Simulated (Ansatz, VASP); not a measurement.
**W in VASP and in Ansatz**

```
CELL_PARAMETERS angstrom
2.85745 0.00000 0.00000
-1.42872 2.47462 0.00000
0.00000 0.00000 5.09612
ATOMIC_POSITIONS crystal
W 0.33333 0.66667 0.25000
W 0.66667 0.33333 0.75000
```

Alike in both runs: task single point; functional revPBE; k mesh 15 × 15 × 7; occupations fermi-dirac, width 0.1 eV; no spin polarisation.

```csv
,VASP,Ansatz
version,VASP 6.6.1,Ansatz 0.2.0
potentials or method,"VASP PAW PBE potentials, release 64 (W_sv), cutoff 520 eV","plane waves (420 eV) with PAW, scalar-relativistic"
valence electrons in the cell,28,28
```

Ansatz gave:

* pressure (GPa): -17.9
* traceless stress, the component that is largest in VASP (GPa): 2.26

Problem. Which values does VASP return?

Solution. Pressure (GPa): -17.7; traceless stress, the component that is largest in VASP (GPa): 2.19.

VASP's potentials were made for PBE, not for revPBE.

Spin-orbit coupling is off throughout.
